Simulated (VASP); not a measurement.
Here is a VASP 6.6.1 calculation.

File INCAR:

```
SYSTEM = MgO
ALGO     = Normal         ! electronic algorithm
EDIFF    = 1E-6           ! SCF threshold, eV
ENCUT    = 520            ! plane-wave cutoff, eV
GGA      = PE             ! functional
ISIF     = 2              ! what is computed and relaxed
ISMEAR   = -1             ! smearing method
LASPH    = .TRUE.         ! aspherical terms in the spheres
LCHARG   = .FALSE.        ! write CHGCAR
LREAL    = .FALSE.        ! projectors in reciprocal space
LWAVE    = .FALSE.        ! write WAVECAR
NBANDS   = 11             ! bands
NELM     = 60             ! most SCF steps
PREC     = Accurate       ! precision mode
SIGMA    = 0.02           ! smearing width, eV
```

KPOINTS

```
k-points
0
G
  10 10 10
  0 0 0
```

Contents of POSCAR:

```
MgO
1.0
    0.0000000000      2.1267050319      2.1267050319
    2.1267050319      0.0000000000      2.1267050319
    2.1267050319      2.1267050319      0.0000000000
Mg O
1 1
Direct
    0.0000000000      0.0000000000      0.0000000000
    0.5000000000      0.5000000000      0.5000000000
```

Potentials or basis: VASP PAW PBE potentials, release 64 (Mg, O).

The run is started by

```bash
$ cat potpaw_PBE.64/Mg/POTCAR potpaw_PBE.64/O/POTCAR > POTCAR
$ mpirun -np 1 vasp_std > vasp.out
```

Q: What does it give for the pressure?

A: -0.7 GPa.

Q: What does it give for the band gap on the k mesh?

A: 4.45 eV, direct.
